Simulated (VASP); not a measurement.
The system is Si5P.

```
Si P
1.0
     0.00000    3.68974    3.68974
     3.68974    0.00000    3.68974
     3.68974    3.68974    0.00000
Si P
5 1
Direct
  0.37273 0.87576 0.87576
  0.87576 0.37273 0.87576
  0.87576 0.87576 0.37273
  0.87576 0.87576 0.87576
  0.50000 0.50000 0.50000
  0.25000 0.25000 0.25000
```

```yaml
Program: VASP 6.6.1
Task: relaxation of cell and atoms
Functional: PBE
Potentials_or_basis: VASP PAW PBE potentials, release 64 (Si, P)
Cutoff: 600 eV
k_mesh: 4 × 4 × 4
Occupations: gaussian, width 0.1 eV
Spin: no spin polarisation
```

At the start: pressure -6.0 GPa; volume 16.74 Å³/atom.

Task: How do energy, volume and symmetry change on relaxing?

Result: Over 5 steps the energy falls by 28.7 meV/atom and the volume is 15.36 Å³/atom (-8.3 %); space group F-43m (No. 216, to 0.05 Å).

The path:
| step | energy change (eV) | largest force (eV/Å) | pressure (GPa) | volume (Å³) |
| --- | --- | --- | --- | --- |
| 1 | 0.0000 | 0.1132 | -6.03 | 100.47 |
| 2 | -0.1711 | 0.0689 | 0.38 | 91.58 |
| 3 | -0.1715 | 0.0737 | 0.04 | 91.97 |
| 4 | -0.1714 | 0.0756 | -0.10 | 92.14 |
| 5 | -0.1721 | 0.0208 | -0.11 | 92.15 |

Final structure:
```xyz
6
Lattice="0.0000 3.5849 3.5849 3.5849 0.0000 3.5849 3.5849 3.5849 0.0000" Properties=species:S:1:pos:R:3 pbc="T T T"
Si    6.2742    4.4807    4.4807
Si    4.4807    6.2742    4.4807
Si    4.4807    4.4807    6.2742
Si    6.2742    6.2742    6.2742
Si    3.5849    3.5849    3.5849
P     1.7925    1.7925    1.7925
```

Caveat: the k points lie up to 0.38 Å⁻¹ apart in the final cell.
